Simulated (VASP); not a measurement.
A run of VASP 6.6.1 is set up as follows.

Contents of INCAR:

```
ALGO = Normal
EDIFF = 1E-7
ENCUT = 520
GGA = PE
ISIF = 2
ISMEAR = 0
LASPH = T
LCHARG = F
LREAL = F
LWAVE = F
NBANDS = 11
NELM = 100
PREC = Accurate
SIGMA = 0.01
```

The input KPOINTS:

```
k-points
0
Gamma
  8 8 8
```

The input POSCAR:

```
MgO
1.0
   -0.0000000013      2.1268861232      2.1268861207
    2.1268861169      0.0000000025      2.1268861169
    2.1268861207      2.1268861232     -0.0000000013
Mg O
1 1
Direct
    0.0000000000      0.0000000000      0.0000000000
    0.5000000000      0.5000000000      0.5000000000
```

Potentials or basis: VASP PAW PBE potentials, release 64 (Mg, O).

Command:

```console
$ cat potpaw_PBE.64/Mg/POTCAR potpaw_PBE.64/O/POTCAR > POTCAR
$ mpirun -np 1 vasp_std > vasp.out
```

(1) Estimate the pressure.

(2) What does it give for the band gap on the k mesh?

Results:

(1) -0.7 GPa.

(2) 4.44 eV, direct.

**What was measured.**

“Electronic structure of alkaline earth and post-transition metal oxides”, 2009, arxiv:0908.1581 quotes, for a bulk crystal of MgO: band gap 7.83 eV.

Against the measured gap of MgO, 7.83 eV (quoted in “Electronic structure of alkaline earth and post-transition metal oxides”, 2009, arxiv:0908.1581), the calculated 4.44 eV is off by -3.39 eV. The value is that of PBE, without temperature or zero-point motion. Semilocal functionals fall short of measured gaps as a rule.
